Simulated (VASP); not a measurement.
# Mg3CdTe4 (P-43m) in VASP: notebook, part 2 of 2

VASP 6.6.1. The steps go on from the part before.

### 4 Relaxation of the atoms, PBE (33.85 Å³/atom)

This run uses another cell than the first one, of 33.85 Å³/atom.

Contents of INCAR:

```
PREC = Accurate ; ENCUT = 520
EDIFF = 1E-7 ; ISMEAR = 0
SIGMA = 0.02 ; LREAL = F
LASPH = T ; NELM = 60
ALGO = Normal ; ISIF = 2
LWAVE = F ; LCHARG = F
GGA = PE ; IBRION = 2
NSW = 50 ; EDIFFG = -0.01
```

Contents of KPOINTS:

```
regular mesh
0
Gamma
  4 4 4
```

Contents of POSCAR:

```
Mg3CdTe4
1.0
    6.4699541223      0.0000000000      0.0000000000
    0.0000000000      6.4699541223      0.0000000000
    0.0000000000      0.0000000000      6.4699541223
Mg Cd Te
3 1 4
Direct
    0.0000000000      0.0000000000      0.5000000000
    0.0000000000      0.5000000000      0.0000000000
    0.5000000000      0.0000000000      0.0000000000
    0.5000000000      0.5000000000      0.5000000000
    0.7531251698      0.7531251698      0.7531251698
    0.7531251698      0.2468748302      0.2468748302
    0.2468748302      0.7531251698      0.2468748302
    0.2468748302      0.2468748302      0.7531251698
```

Potentials or basis: VASP PAW PBE potentials, release 64 (Mg, Cd, Te).

Run with:

```sh
$ cat potpaw_PBE.64/Mg/POTCAR potpaw_PBE.64/Cd/POTCAR potpaw_PBE.64/Te/POTCAR > POTCAR
$ mpirun -np 1 vasp_std > vasp.out
```

OUTCAR:

```text
PREC = Accurate
   ENCUT = 520
   EDIFF = 1E-7
   ISMEAR = 0
   LREAL = F
   LASPH = T
   NELM = 60
   ISIF = 2
   GGA = PE
   IBRION = 2
   NSW = 50
   EDIFFG = -0.01

 ion  position               nearest neighbor table
   1  0.000  0.000  0.500-   5 2.79   6 2.79   7 2.79   8 2.79
   2  0.000  0.500  0.000-   5 2.79   6 2.79   7 2.79   8 2.79
   3  0.500  0.000  0.000-   5 2.79   6 2.79   7 2.79   8 2.79
   4  0.500  0.500  0.500-   5 2.84   6 2.84   7 2.84   8 2.84
   5  0.753  0.753  0.753-   1 2.79   2 2.79   3 2.79   4 2.84
   6  0.753  0.247  0.247-   1 2.79   2 2.79   3 2.79   4 2.84
   7  0.247  0.753  0.247-   1 2.79   2 2.79   3 2.79   4 2.84
   8  0.247  0.247  0.753-   1 2.79   2 2.79   3 2.79   4 2.84

  LATTYP: Found a simple cubic cell.
 ALAT       =     6.4699541223

  Lattice vectors:

 A1 = (   6.4699541223,   0.0000000000,   0.0000000000)
 A2 = (   0.0000000000,   6.4699541223,   0.0000000000)
 A3 = (   0.0000000000,   0.0000000000,   6.4699541223)

Analysis of symmetry for initial positions (statically):
=====================================================================
 Subroutine PRICEL returns:
 Original cell was already a primitive cell.

 Routine SETGRP: Setting up the symmetry group for a
 simple cubic supercell.

 Subroutine GETGRP returns: Found 24 space group operations
 (whereof 24 operations were pure point group operations)
 out of a pool of 48 trial point group operations.

The static configuration has the point symmetry T_d .

Analysis of symmetry for dynamics (positions and initial velocities):
=====================================================================
 Subroutine PRICEL returns:
 Original cell was already a primitive cell.

 Routine SETGRP: Setting up the symmetry group for a
 simple cubic supercell.

 Subroutine GETGRP returns: Found 24 space group operations
 (whereof 24 operations were pure point group operations)
 out of a pool of 48 trial point group operations.

The dynamic configuration has the point symmetry T_d .

 Subroutine INISYM returns: Found 24 space group operations
 (whereof 24 operations are pure point group operations),
 and found     1 'primitive' translations

----------------------------------------------------------------------------------------

                                     Primitive cell

  volume of cell :     270.8343

  direct lattice vectors                    reciprocal lattice vectors
     6.469954122  0.000000000  0.000000000     0.154560601  0.000000000  0.000000000
     0.000000000  6.469954122  0.000000000     0.000000000  0.154560601  0.000000000
     0.000000000  0.000000000  6.469954122     0.000000000  0.000000000  0.154560601

  length of vectors
     6.469954122  6.469954122  6.469954122     0.154560601  0.154560601  0.154560601

  position of ions in fractional coordinates (direct lattice)
     0.000000000  0.000000000  0.500000000
     0.000000000  0.500000000  0.000000000
     0.500000000  0.000000000  0.000000000
     0.500000000  0.500000000  0.500000000
     0.753125170  0.753125170  0.753125170
     0.753125170  0.246874830  0.246874830
     0.246874830  0.753125170  0.246874830
     0.246874830  0.246874830  0.753125170

  ion indices of the primitive-cell ions
   primitive index   ion index
                 1           1
                 2           2
                 3           3
                 4           4
                 5           5
                 6           6
                 7           7
                 8           8

----------------------------------------------------------------------------------------

 KPOINTS: regular mesh

Automatic generation of k-mesh.
 Grid dimensions read from file:
 generate k-points for:    4    4    4

 Generating k-lattice:

  Cartesian coordinates                     Fractional coordinates (reciprocal lattice)
     0.038640150  0.000000000  0.000000000     0.250000000  0.000000000  0.000000000
     0.000000000  0.038640150  0.000000000     0.000000000  0.250000000  0.000000000
     0.000000000  0.000000000  0.038640150     0.000000000  0.000000000  0.250000000

  Length of vectors
     0.038640150  0.038640150  0.038640150

  Shift w.r.t. Gamma in fractional coordinates (k-lattice)
     0.000000000  0.000000000  0.000000000

 Subroutine IBZKPT returns following result:
 ===========================================

 Found     10 irreducible k-points:

 Following reciprocal coordinates:
            Coordinates               Weight
  0.000000  0.000000  0.000000      1.000000
  0.250000  0.000000  0.000000      6.000000
  0.500000  0.000000  0.000000      3.000000
  0.250000  0.250000  0.000000     12.000000
  0.500000  0.250000  0.000000     12.000000
  0.500000  0.500000  0.000000      3.000000
  0.250000  0.250000  0.250000      8.000000
  0.500000  0.250000  0.250000     12.000000
  0.500000  0.500000  0.250000      6.000000
  0.500000  0.500000  0.500000      1.000000
   k-points           NKPTS =     10   k-points in BZ     NKDIM =     10   number of bands    NBANDS=     26
   number of dos      NEDOS =    301   number of ions     NIONS =      8
   total plane-waves  NPLWV = 110592
   dimension x,y,z NGX =    48 NGY =   48 NGZ =   48
   dimension x,y,z NGXF=    96 NGYF=   96 NGZF=   96
   ions per type =               3   1   4
   NGX,Y,Z   is equivalent  to a cutoff of  12.33, 12.33, 12.33 a.u.
   NGXF,Y,Z  is equivalent  to a cutoff of  24.67, 24.67, 24.67 a.u.
 SYSTEM =  unknown system
   PREC   = accura    normal or accurate (medium, high low for compatibility)
   ISTART =      0    job   : 0-new  1-cont  2-samecut
   ICHARG =      2    charge: 1-file 2-atom 10-const
   ISPIN  =      1    spin polarized calculation?
   LNONCOLLINEAR =      F non collinear calculations
   LSORBIT =      F    spin-orbit coupling
   LASPH  =      T    aspherical Exc in radial PAW
   ENCUT  =  520.0 eV  38.22 Ry    6.18 a.u.  12.03 12.03 12.03*2*pi/ulx,y,z
   NELM   =     60;   NELMIN=  2; NELMDL= -5     # of ELM steps
   EDIFF  = 0.1E-06   stopping-criterion for ELM
   LREAL  =      F    real-space projection
   EDIFFG = -.1E-01   stopping-criterion for IOM
   NSW    =     50    number of steps for IOM
   IBRION =      2    ionic relax: 0-MD 1-quasi-New 2-CG
   NFREE  =      1    steps in history (QN), initial steepest desc. (CG)
   ISIF   =      2    stress and relaxation
   ISYM   =      2    0-nonsym 1-usesym 2-fastsym
   POTIM  = 0.5000    time-step for ionic-motion
   TEBEG  =    0.0;   TEEND  =   0.0 temperature during run
   PSTRESS=    0.0 pullay stress
   NELECT =      42.0000    total number of electrons
   NUPDOWN=      -1.0000    fix difference up-down
   EMIN   =  10.00;   EMAX   =-10.00  energy-range for DOS
   EFERMI =   0.00;   METHOD = LEGACY
   ISMEAR =     0;   SIGMA  =   0.02  broadening in eV -4-tet -1-fermi 0-gaus
   EFERMI_NEDOS =   21; number of points for ismear=-14 and -15
   IALGO  =     38    algorithm
   IMIX   =      4    mixing-type and parameters
     AMIX     =   0.40;   BMIX     =  1.00
     AMIX_MAG =   1.60;   BMIX_MAG =  1.00
  volume/ion in A,a.u.               =      33.85       228.46
  Fermi-wavevector in a.u.,A,eV,Ry     =   0.879542  1.662094 10.525394  0.773595
  Thomas-Fermi vector in A             =   1.999780
   LORBIT       =      0    0 simple, 1 ext, 2 COOP (PROOUT), +10 PAW based schemes
   GGA     = PE    functional components
   LHFCALC =     F    Hartree Fock is set to
   AEXX    =    0.0000 exact exchange contribution
   IVDW    =     0    specifies the selected vdW correction
   LEPSILON=     F    determine dielectric tensor
   LRPA    =     F    only Hartree local field effects (RPA)
 conjugate gradient relaxation of ions
 non-spin polarized calculation
 Gauss-broadening in eV      SIGMA  =   0.02
  energy-cutoff  :      520.00
  volume of cell :      270.83
 maximum number of plane-waves:      7316
   NGX = 25   NGY = 25   NGZ = 25

--------------------------------------- Ionic step        1  -------------------------------------------

 number of electron      41.9999990 magnetization

 Free energy of the ion-electron system (eV)
  ---------------------------------------------------
  ext. energy  EPLUGINS =         0.00000000
  ---------------------------------------------------
  free energy    TOTEN  =       -23.98102120 eV

  energy without entropy =      -23.98102120  energy(sigma->0) =      -23.98102120

------------------------ aborting loop because EDIFF is reached ----------------------------------------

  FORCE on cell =-STRESS in cart. coord.  units (eV):
  Direction    XX          YY          ZZ          XY          YZ          ZX
  --------------------------------------------------------------------------------------
  -------------------------------------------------------------------------------------
  Total        1.9105919      1.9105919      1.9105919      0.0000000      0.0000000     -0.0000000
  in kB       11.3025103     11.3025103     11.3025103      0.0000000      0.0000000     -0.0000000
  external PRESSURE =      11.3025103 kB  Pullay stress =       0.0000000 kB
[... 69 lines left out ...]
  energy  without entropy=      -23.9811980823  energy(sigma->0) =      -23.98119808

--------------------------------------- Ionic step        3  -------------------------------------------

 number of electron      41.9999988 magnetization

 Free energy of the ion-electron system (eV)
  ---------------------------------------------------
  ext. energy  EPLUGINS =         0.00000000
  ---------------------------------------------------
  free energy    TOTEN  =       -23.98133151 eV

  energy without entropy =      -23.98133151  energy(sigma->0) =      -23.98133151

 E-fermi :   2.0885     XC(G=0):  -8.0262

 val. band max:        1.9626158397   @ k =   0.0000   0.0000   0.0000
 cond. band min:       3.8352902500   @ k =   0.0000   0.0000   0.0000
 fundamental gap:      1.8726744104
 Fermi energy:         2.0884836306

 k-point     1 :       0.0000    0.0000    0.0000
  band No.  band energies     occupation
      1      -8.4387      2.00000
      2      -7.7374      2.00000
      3      -7.7374      2.00000
      4      -7.7374      2.00000
      5      -5.6026      2.00000
      6      -5.6026      2.00000
[... 314 lines left out ...]
  FREE ENERGIE OF THE ION-ELECTRON SYSTEM (eV)
  ---------------------------------------------------
  free  energy   TOTEN  =       -23.9813315094 eV

  energy  without entropy=      -23.9813315094  energy(sigma->0) =      -23.98133151

 reached required accuracy - stopping structural energy minimisation
```

Run time: 3.3 min. Hardware: 1 thread of AMD EPYC 7R13, shared host; peak memory 0.38 GiB.

Results:

```
Free energy               : -23.9813 eV
Energy gained by relaxing : 0.0 meV/atom
Ionic steps               : 3
Pressure after relaxing   : 1.1 GPa
Band gap on the k mesh    : 1.87 eV
```

The path:
| step | energy change (eV) | largest force (eV/Å) | pressure (GPa) |
| --- | --- | --- | --- |
| 1 | 0.0000 | 0.0333 | 1.13 |
| 2 | -0.0002 | 0.0218 | 1.13 |
| 3 | -0.0003 | 0.0001 | 1.12 |

Final structure:
```
Mg Cd Te
1.0
     6.46995    0.00000    0.00000
     0.00000    6.46995    0.00000
     0.00000    0.00000    6.46995
Mg Cd Te
3 1 4
Cartesian
  0.0000 0.0000 3.2350
  0.0000 3.2350 0.0000
  3.2350 0.0000 0.0000
  3.2350 3.2350 3.2350
  4.8754 4.8754 4.8754
  4.8754 1.5946 1.5946
  1.5946 4.8754 1.5946
  1.5946 1.5946 4.8754
```

Levels at points of the mesh, in eV from the valence-band top:
```tsv
k point	band 17	band 18	band 19	band 20	band 21	band 22	band 23	band 24	band 25	band 26
(0.00, 0.00, 0.00)	-1.32	-1.32	0.00	0.00	0.00	1.87	2.82	2.82	2.82	2.88
(0.50, 0.00, 0.00)	-1.61	-0.85	-0.85	-0.67	-0.67	3.48	3.81	3.86	4.01	4.61
(0.50, 0.50, 0.00)	-1.64	-0.66	-0.50	-0.45	-0.45	3.51	4.15	4.15	4.25	5.59
(0.50, 0.50, 0.50)	-0.54	-0.54	-0.36	-0.36	-0.36	2.15	3.12	3.12	3.12	5.34
```

Caveat: spin-orbit coupling is left out, which moves the levels of the heavy elements.

### 5 Summary

| cell | gap on the mesh (eV) | pressure (GPa) |
| --- | --- | --- |
| atoms relaxed from a = 6.403 Å, 8 atoms, atomic positions A | 1.98 | 2.4 |
| atoms relaxed from a = 6.263 Å, 8 atoms, atomic positions B | 2.18 | 5.8 |
| atoms relaxed from a = 6.470 Å, 8 atoms, atomic positions C | 1.87 | 1.1 |

Alike in all rows: task relaxation of the atoms; level PBE; potentials or basis VASP PAW PBE potentials, release 64 (Mg, Cd, Te); no spin polarisation; k mesh 4 × 4 × 4; cutoff (eV) 520; smearing gaussian 0.02 eV.

Caveats: spin-orbit coupling is left out, which moves the levels of the heavy elements.

Absolute energies hang on the potentials; compare differences alone.
